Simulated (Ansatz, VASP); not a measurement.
## Nb: VASP beside Ansatz

The input INCAR:

```
PREC = Accurate
ENCUT = 500
EDIFF = 1E-6
ISMEAR = 0
SIGMA = 0.014
LREAL = False
LASPH = True
NELM = 120
ALGO = Normal
ISIF = 2
LWAVE = False
LCHARG = False
GGA = PE
NBANDS = 12
GGA_COMPAT = False
```

The input KPOINTS:

```
regular mesh
0
Gamma
  11 11 11
```

Contents of POSCAR:

```
Nb
1.0
   -1.6639500000      1.6639500000      1.6639500000
    1.6639500000     -1.6639500000      1.6639500000
    1.6639500000      1.6639500000     -1.6639500000
Nb
1
Direct
    0.0000000000      0.0000000000      0.0000000000
```

The input input.yaml:

```yaml
crystal:
  lattice:
    - [-1.66395, 1.66395, 1.66395]
    - [1.66395, -1.66395, 1.66395]
    - [1.66395, 1.66395, -1.66395]
  atoms:
    - { symbol: Nb, position: [0.0, 0.0, 0.0] }
kpoints:
  mp_grid: { grid: [11, 11, 11] }
scf:
  occupations: { method: gaussian, width: 0.014 }
hamiltonian:
  xc: pbe
  pseudopotentials: { kind: all_electron, lapw: { basis_error: 0.001 } }
output:
  forces: true
  stress: true
  eigenvalues: true
```

Alike in both runs: task single point; functional PBE; k mesh 11 × 11 × 11; occupations gaussian, width 0.014 eV; no spin polarisation.

```csv
,VASP,Ansatz
version,VASP 6.6.1,Ansatz 0.2.0
potentials or method,"VASP PAW PBE potentials, release 64 (Nb_sv), cutoff 500 eV","all-electron LAPW, scalar-relativistic"
```

VASP gave:

* gap on the k mesh at the Fermi level (eV): none
* pressure (GPa): -2.1

**Question.** Which values does Ansatz return?

**Answer.** gap on the k mesh at the Fermi level (eV): none; pressure (GPa): -1.7.

A gap of «none» marks a metal or a gap that the smearing closes. Ansatz ran all-electron here, and VASP with PAW potentials.
